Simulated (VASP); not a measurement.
## B16N17 (a cell with a defect): single point with PBE+D3(BJ)

The system is B16N17 (a cell with a defect).

```
B N
1.0
    -5.01223    2.89381    3.29488
     0.00000   -5.78762    3.29488
     5.01223    2.89381    3.29488
B N
16 17
Direct
  0.24189 0.74190 0.99177
  0.49191 0.49189 0.99176
  0.74957 0.24984 0.99970
  0.99380 0.74212 0.24125
  0.99983 0.99956 0.99970
  0.23332 0.48331 0.23178
  0.49211 0.24380 0.24123
  0.77263 0.76295 0.51014
  0.75675 0.00676 0.25436
  0.99140 0.49101 0.49026
  0.24101 0.24139 0.49024
  0.48219 0.73219 0.73508
  0.51294 0.02264 0.51013
  0.75259 0.50302 0.75478
  0.00009 0.25009 0.74931
  0.25301 0.00258 0.75477
  0.59052 0.09220 0.33817
  0.84220 0.84052 0.33817
  0.06126 0.56296 0.31240
  0.33796 0.08893 0.58749
  0.31293 0.31123 0.31237
  0.61253 0.86254 0.60539
  0.83894 0.58797 0.58750
  0.08304 0.08377 0.83313
  0.07537 0.32537 0.57477
  0.33141 0.83565 0.83670
  0.58566 0.58141 0.83671
  0.83400 0.08400 0.08358
  0.83378 0.33306 0.83315
  0.07764 0.82790 0.07769
  0.31397 0.56397 0.06277
  0.57790 0.32764 0.07769
  0.43799 0.68799 0.50341
```

```
Program                : VASP 6.6.1
Task                   : single point
Functional             : PBE
Dispersion             : D3(BJ)
Potentials or basis    : VASP PAW PBE potentials, release 64 (B, N)
Cutoff                 : 520 eV
k mesh                 : 2 × 2 × 2, shifted
Occupations            : gaussian, width 0.02 eV
Spin                   : collinear spin
Dipole correction      : no
Further INCAR settings : LREAL = Auto; ALGO = Normal; EDIFF = 1e-06; NBANDS = 92
```

The pressure is 2.1 GPa and the largest force is 0.118 eV/Å. The band gap on the k mesh is 0.98 eV, the net moment is 1.00 μB per cell and the site moments are B +0.00, -0.00, +0.01, -0.01; N +0.01, +0.02, +0.00, -0.00, +0.54 μB. The valence electrons inside the program's atomic spheres are B 2.18, 2.17, 2.12, 2.15, 2.16; N 4.03, 4.02, 4.01, 3.92, 3.62 and the dispersion energy per atom is -0.146 eV.

Forces in eV/Å, atoms in the order of the input:
```
B    0.001  0.003  0.000
B    0.003 -0.002  0.000
B   -0.003  0.002  0.001
B   -0.005  0.003 -0.004
B    0.000 -0.001  0.001
B    0.003  0.000  0.002
B   -0.001 -0.003 -0.004
B   -0.012  0.009  0.010
B   -0.002  0.000  0.001
B   -0.003 -0.001 -0.001
B    0.001 -0.003 -0.001
B    0.048  0.027  0.031
B    0.002 -0.013  0.010
B   -0.002  0.002  0.003
B    0.003  0.001  0.002
B    0.002 -0.004  0.003
N    0.003  0.005 -0.002
N    0.005 -0.001 -0.001
N   -0.001  0.000  0.002
N   -0.002  0.004  0.000
N   -0.001 -0.001  0.003
N   -0.025 -0.014  0.070
N    0.003 -0.003 -0.001
N   -0.001  0.000  0.000
N    0.000  0.000  0.000
N   -0.006 -0.004 -0.003
N   -0.006 -0.004 -0.003
N    0.001  0.001  0.001
N    0.000  0.000 -0.001
N    0.000 -0.001  0.000
N    0.001  0.002 -0.001
N    0.000 -0.001  0.000
N   -0.006 -0.003 -0.118
```

Stress tensor (GPa, compression positive):
```
2.52 0.37 0.03
0.37 2.10 0.02
0.03 0.02 1.82
```

Levels at points of the mesh, in eV from the valence-band top:
Spin up:
```tsv
k point	band 64	band 65	band 66	band 67	band 68	band 69	band 70	band 71
(0.25, 0.25, 0.25)	-1.43	-1.20	-0.54	-0.15	3.82	4.48	4.60	4.83
```
Spin down:
| k point | band 64 | band 65 | band 66 | band 67 | band 68 | band 69 |
| --- | --- | --- | --- | --- | --- | --- |
| (0.25, 0.25, 0.25) | -1.38 | -1.13 | 0.00 | 1.01 | 3.93 | 4.51 |

It took 14 min on 1 thread of Intel Xeon 8259CL, with other jobs on the host, peak memory 0.54 GiB.
